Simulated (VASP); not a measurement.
# Ho3N (P6/mmm) in VASP: further runs

The runs below take Ho3N through single point, with PBE.

Program: VASP 6.6.1. These are calculated values, not measurements. Logs are shortened: lines on timing, memory, paths and dates and some standing lists are left out, and cuts for length are marked.

## 1. The cell of the first run

The structure is hexagonal, space group P6/mmm (No. 191). The conventional cell has a = 5.666 Å, b = 5.666 Å, c = 3.504 Å, α = 90.00°, β = 90.00°, γ = 120.00°. Ho (site symmetry mmm) has 2 N at 2.83 Å and 6 Ho at 2.83 to 3.50 Å within 3.7 Å. Within 3.7 Å of N (site symmetry 6/mmm) lie 6 Ho at 2.83 Å and 2 N at 3.50 Å.

The cell was built from a structure type or drawn by symmetry, and may not be a known phase.

## 2. Single point, PBE

INCAR

```
SYSTEM = Ho3N
PREC = Accurate ; ENCUT = 600
EDIFF = 1E-6 ; ISMEAR = 0
SIGMA = 0.2 ; LREAL = .FALSE.
LASPH = .TRUE. ; NELM = 200
ALGO = Normal ; ISIF = 2
LWAVE = .FALSE. ; LCHARG = .TRUE.
GGA = PE ; LELF = .TRUE.
LVHAR = .TRUE. ; NBANDS = 24
GGA_COMPAT = .FALSE. ; LMAXMIX = 6
```

KPOINTS

```
Automatic mesh
0
G
  4 4 5
  0 0 0
```

POSCAR

```
Ho3N
1.0
    5.6659143567      0.0000000031      0.0000000000
   -2.8329571810      4.9068257671      0.0000000000
    0.0000000000      0.0000000000      3.5039641329
Ho N
3 1
Direct
    0.5000000000      0.0000000000      0.5000000000
    0.0000000000      0.5000000000      0.5000000000
    0.5000000000      0.5000000000      0.5000000000
    0.0000000000      0.0000000000      0.5000000000
```

Potentials or basis: VASP PAW PBE potentials, release 64 (Ho_3, N), 4f in core.

Command:

```sh
$ cat potpaw_PBE.64/Ho_3/POTCAR potpaw_PBE.64/N/POTCAR > POTCAR
$ mpirun -np 1 vasp_std > vasp.out
```

OUTCAR:

```text
SYSTEM = Ho3N
   PREC = Accurate
   ENCUT = 600
   EDIFF = 1E-6
   ISMEAR = 0
   LREAL = .FALSE.
   LASPH = .TRUE.
   NELM = 200
   ISIF = 2
   GGA = PE

 ion  position               nearest neighbor table
   1  0.500  0.000  0.500-   3 2.83   3 2.83   2 2.83   2 2.83
   2  0.000  0.500  0.500-   3 2.83   3 2.83   1 2.83   1 2.83
   3  0.500  0.500  0.500-   2 2.83   2 2.83   1 2.83   1 2.83
   4  0.000  0.000  0.500-

  LATTYP: Found a hexagonal cell.
 ALAT       =     5.6659143567
 C/A-ratio  =     0.6184287146

  Lattice vectors:

 A1 = (   5.6659143567,   0.0000000031,   0.0000000000)
 A2 = (  -2.8329571810,   4.9068257671,   0.0000000000)
 A3 = (   0.0000000000,   0.0000000000,   3.5039641329)

Analysis of symmetry for initial positions (statically):
=====================================================================
 Subroutine PRICEL returns:
 Original cell was already a primitive cell.

 Routine SETGRP: Setting up the symmetry group for a
 hexagonal supercell.

 Subroutine GETGRP returns: Found 24 space group operations
 (whereof 24 operations were pure point group operations)
 out of a pool of 24 trial point group operations.

The static configuration has the point symmetry D_6h.

Analysis of symmetry for dynamics (positions and initial velocities):
=====================================================================
 Subroutine PRICEL returns:
 Original cell was already a primitive cell.

 Routine SETGRP: Setting up the symmetry group for a
 hexagonal supercell.

 Subroutine GETGRP returns: Found 24 space group operations
 (whereof 24 operations were pure point group operations)
 out of a pool of 24 trial point group operations.

The dynamic configuration has the point symmetry D_6h.

 Subroutine INISYM returns: Found 24 space group operations
 (whereof 24 operations are pure point group operations),
 and found     1 'primitive' translations

----------------------------------------------------------------------------------------

                                     Primitive cell

  volume of cell :      97.4160

  direct lattice vectors                    reciprocal lattice vectors
     5.665914357  0.000000003  0.000000000     0.176494020  0.101898870  0.000000000
    -2.832957181  4.906825767  0.000000000    -0.000000000  0.203797740  0.000000000
     0.000000000  0.000000000  3.503964133     0.000000000  0.000000000  0.285391049

[... 73 lines left out ...]
   NELM   =    200;   NELMIN=  2; NELMDL= -5     # of ELM steps
   EDIFF  = 0.1E-05   stopping-criterion for ELM
   LREAL  =      F    real-space projection
   EDIFFG = 0.1E-04   stopping-criterion for IOM
   NSW    =      0    number of steps for IOM
   IBRION =     -1    ionic relax: 0-MD 1-quasi-New 2-CG
   NFREE  =      0    steps in history (QN), initial steepest desc. (CG)
   ISIF   =      2    stress and relaxation
   ISYM   =      2    0-nonsym 1-usesym 2-fastsym
   POTIM  = 0.5000    time-step for ionic-motion
   TEBEG  =    0.0;   TEEND  =   0.0 temperature during run
   PSTRESS=    0.0 pullay stress
   NELECT =      32.0000    total number of electrons
   NUPDOWN=      -1.0000    fix difference up-down
   EMIN   =  10.00;   EMAX   =-10.00  energy-range for DOS
   EFERMI =   0.00;   METHOD = LEGACY
   ISMEAR =     0;   SIGMA  =   0.20  broadening in eV -4-tet -1-fermi 0-gaus
   EFERMI_NEDOS =   21; number of points for ismear=-14 and -15
   IALGO  =     38    algorithm
   IMIX   =      4    mixing-type and parameters
     AMIX     =   0.40;   BMIX     =  1.00
     AMIX_MAG =   1.60;   BMIX_MAG =  1.00
  volume/ion in A,a.u.               =      24.35       164.35
  Fermi-wavevector in a.u.,A,eV,Ry     =   1.129574  2.134586 17.360186  1.275938
  Thomas-Fermi vector in A             =   2.266268
   LORBIT       =      0    0 simple, 1 ext, 2 COOP (PROOUT), +10 PAW based schemes
   GGA     = PE    functional components
   LHFCALC =     F    Hartree Fock is set to
   AEXX    =    0.0000 exact exchange contribution
   IVDW    =     0    specifies the selected vdW correction
   LEPSILON=     F    determine dielectric tensor
   LRPA    =     F    only Hartree local field effects (RPA)
 non-spin polarized calculation
 Gauss-broadening in eV      SIGMA  =   0.20
  energy-cutoff  :      600.00
  volume of cell :       97.42
 maximum number of plane-waves:      3268
 NGX is ok and might be reduce to    48
   NGX = 23   NGY = 23   NGZ = 13

 number of electron      32.0000001 magnetization

 Free energy of the ion-electron system (eV)
  ---------------------------------------------------
  ext. energy  EPLUGINS =         0.00000000
  ---------------------------------------------------
  free energy    TOTEN  =       -18.01242878 eV

  energy without entropy =      -17.92973400  energy(sigma->0) =      -17.97108139

 E-fermi :   2.8112     XC(G=0):  -9.9854

 val. band max:        2.7631405074   @ k =   0.0000   0.0000   0.2000
 cond. band min:       2.8859712210   @ k =   0.2500  -0.0000   0.2000
 fundamental gap:      0.1228307136
 Fermi energy:         2.8112054320

 k-point     1 :       0.0000    0.0000    0.0000
  band No.  band energies     occupation
      1     -22.8784      2.00000
      2     -21.8755      2.00000
      3     -21.8755      2.00000
      4     -21.1038      2.00000
      5     -20.7243      2.00000
      6     -20.7243      2.00000
[... 313 lines left out ...]
     23       7.0744      0.00000
     24       7.1659      0.00000

------------------------ aborting loop because EDIFF is reached ----------------------------------------

  FORCE on cell =-STRESS in cart. coord.  units (eV):
  Direction    XX          YY          ZZ          XY          YZ          ZX
  --------------------------------------------------------------------------------------
  -------------------------------------------------------------------------------------
  Total        0.5084096      0.5084096      0.0626732      0.0000000      0.0000000     -0.0000000
  in kB        8.3616895      8.3616895      1.0307710      0.0000000      0.0000000     -0.0000000
  external PRESSURE =       5.9180500 kB  Pullay stress =       0.0000000 kB

 VOLUME and BASIS-vectors are now :
 -----------------------------------------------------------------------------
  energy-cutoff  :      600.00
  volume of cell :       97.42
      direct lattice vectors                 reciprocal lattice vectors
     5.665914357  0.000000003  0.000000000     0.176494020  0.101898870  0.000000000
    -2.832957181  4.906825767  0.000000000    -0.000000000  0.203797740  0.000000000
     0.000000000  0.000000000  3.503964133     0.000000000  0.000000000  0.285391049

 POSITION                                       TOTAL-FORCE (eV/Angst)
 -----------------------------------------------------------------------------------
      2.83296      0.00000      1.75198         0.000000      0.000000      0.000000
     -1.41648      2.45341      1.75198        -0.000000      0.000000      0.000000
      1.41648      2.45341      1.75198         0.000000      0.000000      0.000000
      0.00000      0.00000      1.75198         0.000000      0.000000      0.000000
 -----------------------------------------------------------------------------------
    total drift:                               -0.000000      0.000000     -0.000000

  FREE ENERGIE OF THE ION-ELECTRON SYSTEM (eV)
  ---------------------------------------------------
  free  energy   TOTEN  =       -18.0124287846 eV

  energy  without entropy=      -17.9297339984  energy(sigma->0) =      -17.97108139
```

OSZICAR:

```text
N       E                     dE             d eps       ncg     rms          rms(c)
DAV:   1     0.288552217172E+03    0.28855E+03   -0.13593E+04   616   0.140E+03
DAV:   2     0.128579470968E+02   -0.27569E+03   -0.26594E+03   840   0.644E+02
DAV:   3    -0.170594896041E+02   -0.29917E+02   -0.27165E+02  1008   0.156E+02
DAV:   4    -0.195069980456E+02   -0.24475E+01   -0.21793E+01   976   0.321E+01
DAV:   5    -0.196253678710E+02   -0.11837E+00   -0.11600E+00   968   0.981E+00    0.280E+01
DAV:   6    -0.198965347849E+02   -0.27117E+00   -0.17179E+01   936   0.146E+01    0.251E+01
DAV:   7    -0.181376382665E+02    0.17589E+01   -0.56757E+00   952   0.899E+00    0.137E+01
DAV:   8    -0.180259721968E+02    0.11167E+00   -0.10592E+00   920   0.638E+00    0.230E+00
DAV:   9    -0.180141810929E+02    0.11791E-01   -0.91449E-02   960   0.201E+00    0.866E-01
DAV:  10    -0.180124454572E+02    0.17356E-02   -0.74666E-03   952   0.629E-01    0.275E-01
DAV:  11    -0.180124293054E+02    0.16152E-04   -0.72735E-04   968   0.225E-01    0.470E-02
DAV:  12    -0.180124310346E+02   -0.17292E-05   -0.90767E-05   992   0.757E-02    0.237E-02
DAV:  13    -0.180124296496E+02    0.13850E-05   -0.13816E-05   928   0.249E-02    0.809E-03
DAV:  14    -0.180124287846E+02    0.86499E-06   -0.13503E-06   624   0.112E-02
   1 F= -.18012429E+02 E0= -.17971081E+02  d E =-.826948E-01
```

stdout:

```text
POSCAR found type information on POSCAR HoN
 POSCAR found :  2 types and       4 ions
 scaLAPACK will be used
 LDA part: xc-table for (Slater+PW92), standard interpolation
 POSCAR, INCAR and KPOINTS ok, starting setup
 FFT: planning ... GRIDC
 FFT: planning ... GRID_SOFT
 FFT: planning ... GRID
 WAVECAR not read
 entering main loop
```

Run time: 43 s. Hardware: 1 thread of Intel Xeon Platinum 8259CL at 2.50GHz (Skylake/Cascade Lake), shared host; peak memory 0.25 GiB.

Results:

| Item | Value |
| --- | --- |
| Free energy | -18.0124 eV |
| Pressure | 0.6 GPa |
| Band gap on the k mesh | zero (bands 16 and 17 overlap by 0.82 eV) |

Stress tensor (GPa, compression positive):
```
0.84 0.00 0.00
0.00 0.84 0.00
0.00 0.00 0.10
```

Levels at points of the mesh, in eV from the Fermi level:
| k point | band 13 | band 14 | band 15 | band 16 | band 17 | band 18 | band 19 | band 20 |
| --- | --- | --- | --- | --- | --- | --- | --- | --- |
| (0.00, 0.00, 0.00) | -1.54 | -1.54 | -0.97 | -0.97 | 0.10 | 0.64 | 0.96 | 0.96 |
| (0.50, 0.00, 0.00) | -2.05 | -1.41 | -0.48 | -0.20 | 0.68 | 1.34 | 1.74 | 1.90 |

Caveat: spin-orbit coupling is left out, which moves the levels of the heavy elements; the 4f electrons are frozen in the core, so they carry no moment and show no levels; the run has no spin polarisation, though such a crystal can be magnetic. With open d or f shells a metallic result of PBE can be an artefact of self-interaction; +U or a hybrid may open a gap.

## 3. Single point, PBE

This run uses another cell than the first one, of 23.29 Å³/atom.

INCAR

```
SYSTEM = Ho3N
  PREC = Accurate
  ENCUT = 600
  EDIFF = 1E-6
  ISMEAR = 0
  SIGMA = 0.2
  LREAL = .FALSE.
  LASPH = .TRUE.
  NELM = 200
  ALGO = Normal
  ISIF = 2
  LWAVE = .FALSE.
  LCHARG = .TRUE.
  GGA = PE
  LELF = .TRUE.
  LVHAR = .TRUE.
  NBANDS = 24
  GGA_COMPAT = .FALSE.
  LMAXMIX = 6
```

KPOINTS

```
Automatic mesh
0
G
  5 5 5
  0 0 0
```

POSCAR

```
Ho3N
1.0
    5.8638208480     -0.0000000033      0.0000000000
   -2.9319104211      5.0782178193      0.0000000000
    0.0000000000      0.0000000000      3.1283640412
Ho N
3 1
Direct
    0.8333331564      0.1666668436      0.5000000000
    0.8333331564      0.6666663128      0.5000000000
    0.3333336872      0.1666668436      0.5000000000
    0.3333333333      0.6666666667      0.0000000000
```

Potentials or basis: VASP PAW PBE potentials, release 64 (Ho_3, N), 4f in core.

Command:

```sh
$ cat potpaw_PBE.64/Ho_3/POTCAR potpaw_PBE.64/N/POTCAR > POTCAR
$ mpirun -np 1 vasp_std > vasp.out
```

Run time: 56 s. Hardware: 1 thread of Intel Xeon Platinum 8259CL at 2.50GHz (Skylake/Cascade Lake), shared host; peak memory 0.25 GiB.

The run converged. Its results:

* Free energy: -16.8541 eV
* Pressure: 0.8 GPa
* Band gap on the k mesh: zero (bands 16 and 17 overlap by 0.99 eV)

Stress tensor (GPa, compression positive):
```
1.09 0.00 0.00
0.00 1.09 0.00
0.00 0.00 0.28
```

Levels at points of the mesh, in eV from the Fermi level:
| k point | band 13 | band 14 | band 15 | band 16 | band 17 | band 18 | band 19 | band 20 |
| --- | --- | --- | --- | --- | --- | --- | --- | --- |
| (0.00, 0.00, 0.00) | -1.89 | -1.41 | -1.36 | -1.36 | 0.03 | 0.24 | 0.24 | 0.27 |

Caveat: the k points lie up to 0.40 Å⁻¹ apart, too coarse for converged energies and pressures of a metal; spin-orbit coupling is left out, which moves the levels of the heavy elements; the 4f electrons are frozen in the core, so they carry no moment and show no levels; the run has no spin polarisation, though such a crystal can be magnetic. Spin polarisation is off, so any magnetic state and its effect on volume and gap are missing.

## 4. Single point, PBE

This run uses another cell than the first one, of 23.18 Å³/atom.

INCAR

```
SYSTEM = Ho3N
ALGO     = Normal         ! electronic algorithm
EDIFF    = 1E-6           ! SCF threshold, eV
ENCUT    = 600            ! plane-wave cutoff, eV
GGA      = PE             ! functional
GGA_COMPAT= .FALSE.      
ISIF     = 2              ! what is computed and relaxed
ISMEAR   = 0              ! smearing method
LASPH    = .TRUE.         ! aspherical terms in the spheres
LCHARG   = .TRUE.         ! write CHGCAR
LELF     = .TRUE.         ! ELF
LMAXMIX  = 6              ! l up to which the mixer works
LREAL    = .FALSE.        ! projectors in reciprocal space
LVHAR    = .TRUE.       
LWAVE    = .FALSE.        ! write WAVECAR
NBANDS   = 24             ! bands
NELM     = 200            ! most SCF steps
PREC     = Accurate       ! precision mode
SIGMA    = 0.2            ! smearing width, eV
```

KPOINTS

```
k-points
0
G
  5 5 4
  0 0 0
```

POSCAR

```
Ho3N
1.0
    4.9321213998      0.0000000000      0.0000000000
   -2.4660606999      4.2713424268      0.0000000000
    0.0000000000      0.0000000000      4.4009838646
Ho N
3 1
Direct
    0.0000000000      0.0000000000      0.5000000000
    0.3333333333      0.6666666667      0.0000000000
    0.6666666667      0.3333333333      0.0000000000
    0.0000000000      0.0000000000      0.0000000000
```

Command:

```sh
$ cat potpaw_PBE.64/Ho_3/POTCAR potpaw_PBE.64/N/POTCAR > POTCAR
$ mpirun -np 1 vasp_std > vasp.out
```

Run time: 46 s. Hardware: 1 thread of Intel Xeon Platinum 8259CL at 2.50GHz (Skylake/Cascade Lake), shared host; peak memory 0.24 GiB.

Results (log left out):

| Quantity | Value |
| --- | --- |
| Free energy | -21.7724 eV |
| Pressure | 1.2 GPa |
| Band gap on the k mesh | zero (bands 16 and 17 overlap by 1.89 eV) |

Stress tensor (GPa, compression positive):
```
0.95 0.00 0.00
0.00 0.95 0.00
0.00 0.00 1.83
```

Levels at points of the mesh, in eV from the Fermi level:
```
           k point  band 13  band 14  band 15  band 16  band 17  band 18  band 19  band 20
(0.00, 0.00, 0.00)    -3.52    -1.02     0.47     1.07     1.07     1.17     1.17     1.63
(0.00, 0.00, 0.50)    -4.13    -1.49    -0.83    -0.82    -0.82     2.37     2.37     2.76
```

Caveat: spin-orbit coupling is left out, which moves the levels of the heavy elements; the 4f electrons are frozen in the core, so they carry no moment and show no levels; the run has no spin polarisation, though such a crystal can be magnetic. Spin polarisation is off, so any magnetic state and its effect on volume and gap are missing.

[end of part 1 of 2]
